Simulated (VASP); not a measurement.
A run of VASP 6.6.1 is set up as follows.

Contents of INCAR:

```
SYSTEM = Sr3Zn
PREC     = Accurate       ! precision mode
ENCUT    = 520            ! plane-wave cutoff, eV
EDIFF    = 1E-6           ! SCF threshold, eV
ISMEAR   = -1             ! smearing method
SIGMA    = 0.05           ! smearing width, eV
LREAL    = .FALSE.        ! projectors in reciprocal space
LASPH    = .TRUE.         ! aspherical terms in the spheres
NELM     = 100            ! most SCF steps
ALGO     = Normal         ! electronic algorithm
ISIF     = 2              ! what is computed and relaxed
LWAVE    = .FALSE.        ! write WAVECAR
LCHARG   = .TRUE.         ! write CHGCAR
GGA      = PE             ! functional
LELF     = .TRUE.         ! ELF
LVHAR    = .TRUE.       
NBANDS   = 29             ! bands
```

The input KPOINTS:

```
Automatic mesh
0
G
  4 4 4
  0 0 0
```

Contents of POSCAR:

```
Sr3Zn
1.0
    5.5874170901      0.0000000000      0.0000000000
    0.0000000000      5.5874170901      0.0000000000
    0.0000000000      0.0000000000      5.5874170901
Sr Zn
3 1
Direct
    0.5000000000      0.0000000000      0.5000000000
    0.5000000000      0.5000000000      0.0000000000
    0.0000000000      0.5000000000      0.5000000000
    0.0000000000      0.0000000000      0.0000000000
```

Potentials or basis: VASP PAW PBE potentials, release 64 (Sr_sv, Zn).

Run with:

```sh
$ cat potpaw_PBE.64/Sr_sv/POTCAR potpaw_PBE.64/Zn/POTCAR > POTCAR
$ mpirun -np 1 vasp_std > vasp.out
```

**Question.** Estimate the pressure.

**Answer.** -0.8 GPa.

**Question.** Predict the band gap on the k mesh.

**Answer.** Zero (bands 21 and 22 overlap by 0.56 eV).
